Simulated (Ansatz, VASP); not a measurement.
PbI2Cl2 in VASP and in Ansatz

```xyz
5
Lattice="-2.5684 2.5684 6.8446 2.5684 -2.5684 6.8446 2.5684 2.5684 -6.8446" Properties=species:S:1:pos:R:3 pbc="T T T"
Pb    0.0000    0.0000    0.0000
I     0.0000    0.0000    5.1334
I     0.0000    0.0000    8.5557
Cl    0.0000    2.5684    3.4223
Cl    2.5684    0.0000    3.4223
```

Change from the starting cell: species swapped into the YMn2Si2 type (I4/mmm, No. 139).

Alike in both runs: task single point; functional PBE; k mesh 6 × 6 × 6; occupations gaussian, width 0.1 eV; no spin polarisation.

|  | VASP | Ansatz |
| --- | --- | --- |
| version | VASP 6.6.1 | Ansatz 0.2.0 |
| potentials or method | VASP PAW PBE potentials, release 64 (Pb_d, I, Cl), cutoff 520 eV | scalar-relativistic, plane waves, PAW |
| valence electrons in the cell | 42 | 62 |

Ansatz gave:

| Quantity | Value |
| --- | --- |
| gap on the k mesh at the Fermi level (eV) | none |
| pressure (GPa) | -1.0 |
| traceless stress, the component that is largest in VASP (GPa) | 0.27 |
| rms of the force components (eV/Å) | 0.577 |

Problem. Which values does VASP return?

Solution. gap on the k mesh at the Fermi level (eV): none; pressure (GPa): -1.1; traceless stress, the component that is largest in VASP (GPa): 0.27; rms of the force components (eV/Å): 0.576.

Atom by atom the forces differ by 0.001 eV/Å (rms over components). A gap of «none» marks a metal or a gap that the smearing closes. VASP's potentials hold 42 valence electrons a cell and Ansatz's 62, so a difference there can come from the potentials and not from the codes.

Neither program's run includes spin-orbit coupling.
